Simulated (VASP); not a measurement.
# HgTe (F-43m) in VASP: further runs, part 2 of 2

VASP 6.6.1.

**3. Single point, r2SCAN50**

This run uses another cell than the first one, of 32.55 Å³/atom.

POSCAR reads:

```
HgTe
1.0
    0.0000000000      3.1929255244      3.1929255244
    3.1929255244      0.0000000000      3.1929255244
    3.1929255244      3.1929255244      0.0000000000
Hg Te
1 1
Direct
    0.0000000000      0.0000000000      0.0000000000
    0.7500000000      0.7500000000      0.7500000000
```

INCAR.step1 reads:

```
ALGO     = Normal         # electronic algorithm
EDIFF    = 1E-5           # SCF threshold, eV
ENCUT    = 520            # plane-wave cutoff, eV
GGA      = PE             # functional
ISIF     = 2              # what is computed and relaxed
ISMEAR   = -1             # smearing method
LASPH    = True           # aspherical terms in the spheres
LCHARG   = False          # write CHGCAR
LREAL    = False          # projectors in reciprocal space
LWAVE    = True           # write WAVECAR
NBANDS   = 16             # bands
NELM     = 100            # most SCF steps
PREC     = Accurate       # precision mode
SIGMA    = 0.05           # smearing width, eV
```

INCAR.step2 reads:

```
AEXX     = 0.5            # exact-exchange fraction
ALGO     = Normal         # electronic algorithm
EDIFF    = 1E-7           # SCF threshold, eV
ENCUT    = 520            # plane-wave cutoff, eV
ISIF     = 2              # what is computed and relaxed
ISMEAR   = -1             # smearing method
ISTART   = 1            
LASPH    = True           # aspherical terms in the spheres
LCHARG   = False          # write CHGCAR
LHFCALC  = True           # exact exchange
LMIXTAU  = True         
LREAL    = False          # projectors in reciprocal space
LWAVE    = False          # write WAVECAR
METAGGA  = R2SCAN         # meta-GGA
NBANDS   = 16             # bands
NELM     = 100            # most SCF steps
PREC     = Accurate       # precision mode
PRECFOCK = Normal       
SIGMA    = 0.05           # smearing width, eV
```

KPOINTS reads:

```
k-points
0
Gamma
  4 4 4
```

Potentials or basis: VASP PAW PBE potentials, release 64 (Hg, Te).

Run with:

```sh
$ cat potpaw_PBE.64/Hg/POTCAR potpaw_PBE.64/Te/POTCAR > POTCAR
$ cp INCAR.step1 INCAR
$ mpirun -np 1 vasp_std > vasp.out
$ cp INCAR.step2 INCAR
$ mpirun -np 1 vasp_std > vasp.out
```

OUTCAR:

```text
AEXX = 0.5
   EDIFF = 1E-7
   ENCUT = 520
   ISIF = 2
   ISMEAR = -1
   ISTART = 1
   LASPH = True
   LHFCALC = True
   LREAL = False
   METAGGA = R2SCAN
   NELM = 100
   PREC = Accurate
   PRECFOCK = Normal

 ion  position               nearest neighbor table
   1  0.000  0.000  0.000-   2 2.77   2 2.77   2 2.77   2 2.77
   2  0.750  0.750  0.750-   1 2.77   1 2.77   1 2.77   1 2.77

  LATTYP: Found a face centered cubic cell.
 ALAT       =     6.3858510488

  Lattice vectors:

[... 328 lines left out ...]
------------------------ aborting loop because EDIFF is reached ----------------------------------------

  FORCE on cell =-STRESS in cart. coord.  units (eV):
  Direction    XX          YY          ZZ          XY          YZ          ZX
  --------------------------------------------------------------------------------------
  -------------------------------------------------------------------------------------
  Total        0.8128112      0.8128112      0.8128112      0.0000000      0.0000000      0.0000000
  in kB       20.0034038     20.0034038     20.0034038      0.0000000      0.0000000      0.0000000
  external PRESSURE =      20.0034038 kB  Pullay stress =       0.0000000 kB

 VOLUME and BASIS-vectors are now :
 -----------------------------------------------------------------------------
  energy-cutoff  :      520.00
  volume of cell :       65.10
      direct lattice vectors                 reciprocal lattice vectors
     0.000000000  3.192925524  3.192925524    -0.156596199  0.156596199  0.156596199
     3.192925524  0.000000000  3.192925524     0.156596199 -0.156596199  0.156596199
     3.192925524  3.192925524  0.000000000     0.156596199  0.156596199 -0.156596199

 POSITION                                       TOTAL-FORCE (eV/Angst)
 -----------------------------------------------------------------------------------
      0.00000      0.00000      0.00000         0.000000      0.000000      0.000000
      4.78939      4.78939      4.78939        -0.000000     -0.000000     -0.000000
 -----------------------------------------------------------------------------------
    total drift:                                0.000006      0.000018      0.000003

  FREE ENERGIE OF THE ION-ELECTRON SYSTEM (eV)
  ---------------------------------------------------
  free  energy   TOTEN  =       -43.9608581475 eV

  energy  without entropy=      -43.9608581474  energy(sigma->0) =      -43.96085815
```

OSZICAR.step1:

```text
N       E                     dE             d eps       ncg     rms          rms(c)
DAV:   1     0.102085730037E+03    0.10209E+03   -0.77996E+03   256   0.968E+02
DAV:   2    -0.222354741975E+00   -0.10231E+03   -0.96575E+02   296   0.228E+02
DAV:   3    -0.361073354692E+01   -0.33884E+01   -0.33779E+01   312   0.429E+01
DAV:   4    -0.364434700081E+01   -0.33613E-01   -0.33611E-01   360   0.375E+00
DAV:   5    -0.364443002966E+01   -0.83029E-04   -0.83028E-04   360   0.182E-01    0.834E+00
DAV:   6    -0.342420331593E+01    0.22023E+00   -0.43036E-01   304   0.890E+00    0.649E+00
DAV:   7    -0.341493089169E+01    0.92724E-02   -0.11612E-01   280   0.232E+00    0.230E+00
DAV:   8    -0.341417720665E+01    0.75369E-03   -0.12911E-02   304   0.131E+00    0.602E-01
DAV:   9    -0.341425389079E+01   -0.76684E-04   -0.79377E-04   312   0.328E-01    0.153E-01
DAV:  10    -0.341429736526E+01   -0.43474E-04   -0.99977E-05   312   0.868E-02    0.503E-02
DAV:  11    -0.341431974177E+01   -0.22377E-04   -0.49643E-05   280   0.533E-02    0.463E-02
DAV:  12    -0.341431691917E+01    0.28226E-05   -0.52109E-06   216   0.220E-02
   1 F= -.34143169E+01 E0= -.34128244E+01  d E =-.298506E-02
```

Run time: 12 min. Hardware: 1 thread of Intel Xeon Platinum 8559C (Emerald Rapids), shared host; peak memory 0.22 GiB.

What came out:

* Free energy: -43.9609 eV
* Pressure: 2.0 GPa
* Band gap on the k mesh: 2.22 eV

Caveat: the k points lie up to 0.43 Å⁻¹ apart; the PAW data sets were made with another functional, which shifts forces and pressure a little; spin-orbit coupling is left out, which moves the levels of the heavy elements.

**4. Single point, r2SCAN50**

This run uses another cell than the first one, of 33.22 Å³/atom.

POSCAR reads:

```
HgTe
1.0
    0.0000000000      3.2145000000      3.2145000000
    3.2145000000      0.0000000000      3.2145000000
    3.2145000000      3.2145000000      0.0000000000
Hg Te
1 1
Direct
    0.0000000000      0.0000000000      0.0000000000
    0.7500000000      0.7500000000      0.7500000000
```

INCAR.step1 reads:

```
PREC = Accurate ; ENCUT = 520
EDIFF = 1E-5 ; ISMEAR = -1
SIGMA = 0.05 ; LREAL = F
LASPH = T ; NELM = 100
ALGO = Normal ; ISIF = 2
LWAVE = T ; LCHARG = F
GGA = PE ; NBANDS = 16
```

INCAR.step2 reads:

```
PREC = Accurate ; ENCUT = 520
EDIFF = 1E-6 ; ISMEAR = -1
SIGMA = 0.05 ; LREAL = F
LASPH = T ; NELM = 100
ALGO = Normal ; ISIF = 2
LWAVE = F ; LCHARG = F
METAGGA = R2SCAN ; LHFCALC = T
AEXX = 0.5 ; LMIXTAU = T
PRECFOCK = Normal ; ISTART = 1
NBANDS = 16
```

KPOINTS reads:

```
Automatic mesh
0
Gamma
  4 4 4
```

Potentials or basis: VASP PAW PBE potentials, release 64 (Hg, Te).

Run with:

```sh
$ cat potpaw_PBE.64/Hg/POTCAR potpaw_PBE.64/Te/POTCAR > POTCAR
$ cp INCAR.step1 INCAR
$ mpirun -np 1 vasp_std > vasp.out
$ cp INCAR.step2 INCAR
$ mpirun -np 1 vasp_std > vasp.out
```

OUTCAR:

```text
PREC = Accurate
   ENCUT = 520
   EDIFF = 1E-6
   ISMEAR = -1
   LREAL = F
   LASPH = T
   NELM = 100
   ISIF = 2
   METAGGA = R2SCAN
   LHFCALC = T
   AEXX = 0.5
   PRECFOCK = Normal
   ISTART = 1

 ion  position               nearest neighbor table
   1  0.000  0.000  0.000-   2 2.78   2 2.78   2 2.78   2 2.78
   2  0.750  0.750  0.750-   1 2.78   1 2.78   1 2.78   1 2.78

  LATTYP: Found a face centered cubic cell.
[... 330 lines left out ...]
     16      16.5190      0.00000

------------------------ aborting loop because EDIFF is reached ----------------------------------------

  FORCE on cell =-STRESS in cart. coord.  units (eV):
  Direction    XX          YY          ZZ          XY          YZ          ZX
  --------------------------------------------------------------------------------------
  -------------------------------------------------------------------------------------
  Total        0.3466246      0.3466246      0.3466246     -0.0000000     -0.0000000      0.0000000
  in kB        8.3598739      8.3598739      8.3598739     -0.0000000     -0.0000000      0.0000000
  external PRESSURE =       8.3598739 kB  Pullay stress =       0.0000000 kB

 VOLUME and BASIS-vectors are now :
 -----------------------------------------------------------------------------
  energy-cutoff  :      520.00
  volume of cell :       66.43
      direct lattice vectors                 reciprocal lattice vectors
     0.000000000  3.214500000  3.214500000    -0.155545186  0.155545186  0.155545186
     3.214500000  0.000000000  3.214500000     0.155545186 -0.155545186  0.155545186
     3.214500000  3.214500000  0.000000000     0.155545186  0.155545186 -0.155545186

 POSITION                                       TOTAL-FORCE (eV/Angst)
 -----------------------------------------------------------------------------------
      0.00000      0.00000      0.00000        -0.000000     -0.000000     -0.000000
      4.82175      4.82175      4.82175         0.000000      0.000000      0.000000
 -----------------------------------------------------------------------------------
    total drift:                                0.000028      0.000023      0.000020

  FREE ENERGIE OF THE ION-ELECTRON SYSTEM (eV)
  ---------------------------------------------------
  free  energy   TOTEN  =       -43.9730016384 eV

  energy  without entropy=      -43.9730016384  energy(sigma->0) =      -43.97300164
```

Wall time 10 min (1 thread of Intel Xeon Platinum 8559C (Emerald Rapids), shared host); peak memory 0.22 GiB.

Results:

```
Free energy            : -43.9730 eV
Pressure               : 0.8 GPa
Band gap on the k mesh : 2.15 eV
```

Caveat: the k points lie up to 0.42 Å⁻¹ apart; the PAW data sets were made with another functional, which shifts forces and pressure a little; spin-orbit coupling is left out, which moves the levels of the heavy elements.

**5. Summary**

```csv
cell,gap on the mesh (eV),pressure (GPa)
"a = 4.485 Å, angles 60.0°, 2 atoms",2.29,3.3
"a = 4.515 Å, angles 60.0°, 2 atoms",2.22,2.0
"a = 4.546 Å, angles 60.0°, 2 atoms",2.15,0.8
```

Alike in all rows: task single point; level r2SCAN50; potentials or basis VASP PAW PBE potentials, release 64 (Hg, Te); no spin polarisation; k mesh 4 × 4 × 4; cutoff (eV) 520; smearing fermi-dirac 0.05 eV.

Caveats: all runs use coarse meshes; the PAW data sets were made with another functional, which shifts forces and pressure a little; spin-orbit coupling is left out, which moves the levels of the heavy elements.

Total energies depend on the potentials used, so only differences within one code and one set of settings carry meaning.
